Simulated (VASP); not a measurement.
Input of a VASP 6.6.1 run:

INCAR

```
SYSTEM = BaTiO3
PREC     = Accurate       ! precision mode
ENCUT    = 600            ! plane-wave cutoff, eV
EDIFF    = 1E-6           ! SCF threshold, eV
ISMEAR   = -1             ! smearing method
SIGMA    = 0.05           ! smearing width, eV
LREAL    = .False.        ! projectors in reciprocal space
LASPH    = .True.         ! aspherical terms in the spheres
NELM     = 200            ! most SCF steps
ALGO     = Normal         ! electronic algorithm
ISIF     = 2              ! what is computed and relaxed
LWAVE    = .False.        ! write WAVECAR
LCHARG   = .False.        ! write CHGCAR
LMAXMIX  = 4              ! l up to which the mixer works
LDAU     = .True.         ! DFT+U
LDAUTYPE = 2            
LDAUL    = -1 2 -1        ! shell
LDAUU    = 0 4 0          ! U, eV
LDAUJ    = 0 0 0        
LDAUPRINT= 1            
NBANDS   = 51             ! bands
GGA_COMPAT= .False.      
KPAR     = 4
```

The input KPOINTS:

```
Automatic mesh
0
Gamma
  7 5 5
  0 0 0
```

File POSCAR:

```
BaTiO3
1.0
   -2.7889791943     -1.6102161022     -2.2772072579
    2.7889989359     -4.8307072235      0.0000174076
   -2.7889889475     -1.6102464467      4.5544477887
Ba Ti O
2 2 6
Direct
    0.0042925830      1.0000180248      0.9957597137
    1.0043123753      0.5000141879      0.4957537923
    0.5043010116      1.0000306908      0.4957668415
    0.5043780657      0.5000344395     -0.0042349280
    0.5042226281      0.2499662564      0.7457316118
    0.5041836259      0.7499909844      0.2457126025
    0.5042466724      0.7499819120      0.7457234337
    0.5042477480      0.2500014514      0.2457473584
    1.0042270284     -0.0000191954      0.4957152991
    0.0041882616      0.4999812483     -0.0042757249
```

Potentials or basis: VASP PAW LDA potentials, release 64 (Ba_sv, Ti_sv, O).

Run with:

```sh
$ cat potpaw_LDA.64/Ba_sv/POTCAR potpaw_LDA.64/Ti_sv/POTCAR potpaw_LDA.64/O/POTCAR > POTCAR
$ mpirun -np 4 vasp_std > vasp.out
```

Question: Predict the largest force.

Answer: 0.004 eV/Å.

Question: Estimate the pressure.

Answer: 4.5 GPa.

Question: What does it give for the band gap on the k mesh?

Answer: 2.21 eV.

Forces in eV/Å, atoms in the order of the input:
```
Ba   0.001  0.001  0.000
Ba   0.001  0.001  0.000
Ti   0.001  0.002  0.000
Ti   0.002  0.003  0.001
O    0.000 -0.002  0.001
O   -0.001 -0.001  0.000
O    0.000  0.000  0.000
O    0.000  0.000  0.000
O   -0.001 -0.001  0.000
O   -0.002 -0.002 -0.002
```

Caveat: the cell stands under pressure; spin-orbit coupling is left out, which moves the levels of the heavy elements; an odd mesh through Γ misses points on the zone boundary, where band edges can lie.
